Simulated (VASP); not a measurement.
**HgTe (Coloradoite): single point with PBE**

Crystal: HgTe (Coloradoite).

```xyz
2
Lattice="0.0000 3.2145 3.2145 3.2145 0.0000 3.2145 3.2145 3.2145 0.0000" Properties=species:S:1:pos:R:3 pbc="T T T"
Hg    0.0000    0.0000    0.0000
Te    4.8217    4.8217    4.8217
```

* Program: VASP 6.6.1
* Task: single point
* Functional: PBE
* Potentials or basis: VASP PAW PBE potentials, release 64 (Hg, Te)
* Cutoff: 520 eV
* k mesh: 4 × 4 × 4
* Occupations: fermi-dirac, width 0.02 eV
* Spin: no spin polarisation
* Dipole correction: no
* Further INCAR settings: ALGO = Normal; EDIFF = 1e-07; NBANDS = 16

```yaml
Pressure: 5.1 GPa
Band_gap_on_the_k_mesh: zero (filled and empty bands touch)
```

Levels at points of the mesh, in eV from the Fermi level:
```
           k point  band 6  band 7  band 8  band 9  band 10  band 11  band 12  band 13
(0.00, 0.00, 0.00)   -6.94   -0.71   -0.01   -0.01    -0.01     4.17     4.17     4.17
(0.50, 0.00, 0.00)   -6.62   -5.63   -1.04   -1.04     0.68     4.98     4.98     6.84
(0.50, 0.50, 0.00)   -6.47   -5.56   -2.36   -2.36     1.87     2.42     8.28     8.90
```

It took 14 s on 1 thread of Intel(R) Xeon(R) Platinum 8259CL CPU @ 2.50GHz (Skylake/Cascade Lake), on a shared host, peak memory 0.2 GiB.

Caveat: the k points lie up to 0.42 Å⁻¹ apart; spin-orbit coupling is left out, which moves the levels of the heavy elements.
